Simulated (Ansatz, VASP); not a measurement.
## PbO2 in VASP and in Ansatz

INCAR

```
SYSTEM = PbO2
ALGO = Normal
EDIFF = 1E-7
ENCUT = 520
GGA = PS
ISIF = 2
ISMEAR = -1
LASPH = .True.
LCHARG = .False.
LREAL = .False.
LWAVE = .False.
NBANDS = 20
NELM = 60
PREC = Accurate
SIGMA = 0.1
```

Contents of KPOINTS:

```
k-points
0
Gamma
  6 6 6
  0 0 0
```

File POSCAR:

```
PbO2
1.0
    0.0000000000      2.5700000000      2.5700000000
    2.5700000000      0.0000000000      2.5700000000
    2.5700000000      2.5700000000      0.0000000000
Pb O
1 2
Direct
    0.0000000000      0.0000000000      0.0000000000
    0.2500000000      0.2500000000      0.2500000000
    0.7500000000      0.7500000000      0.7500000000
```

Input for Ansatz:

```yaml
crystal:
  lattice:
    - [0.0, 2.57, 2.57]
    - [2.57, 0.0, 2.57]
    - [2.57, 2.57, 0.0]
  atoms:
    - { symbol: Pb, position: [0.0, 0.0, 0.0] }
    - { symbol: O, position: [0.25, 0.25, 0.25] }
    - { symbol: O, position: [0.75, 0.75, 0.75] }
kpoints:
  mp_grid:
    grid: [6, 6, 6]
hamiltonian:
  xc: pbesol
  pseudopotentials:
    kind: paw
scf:
  occupations:
    method: fermi_dirac
    width: 0.1
output:
  forces: true
  stress: true
  eigenvalues: true
```

Alike in both runs: task single point; functional PBEsol; k mesh 6 × 6 × 6; occupations fermi-dirac, width 0.1 eV; no spin polarisation.

|  | VASP | Ansatz |
| --- | --- | --- |
| version | VASP 6.6.1 | Ansatz 0.2.0 |
| potentials or method | VASP PAW PBE potentials, release 64 (Pb_d, O) | plane waves, PAW |
| plane-wave cutoff (eV) | 520 | 420 |
| valence electrons in the cell | 26 | 26 |

|  | VASP | Ansatz | Ansatz less VASP |
| --- | --- | --- | --- |
| gap on the k mesh at the Fermi level (eV) | none | none | - |
| pressure (GPa) | 22.1 | 21.6 | -0.50 |

VASP's potentials were made for PBE, not for PBEsol. A gap of «none» marks a metal or a gap that the smearing closes.

Neither program's run includes spin-orbit coupling.
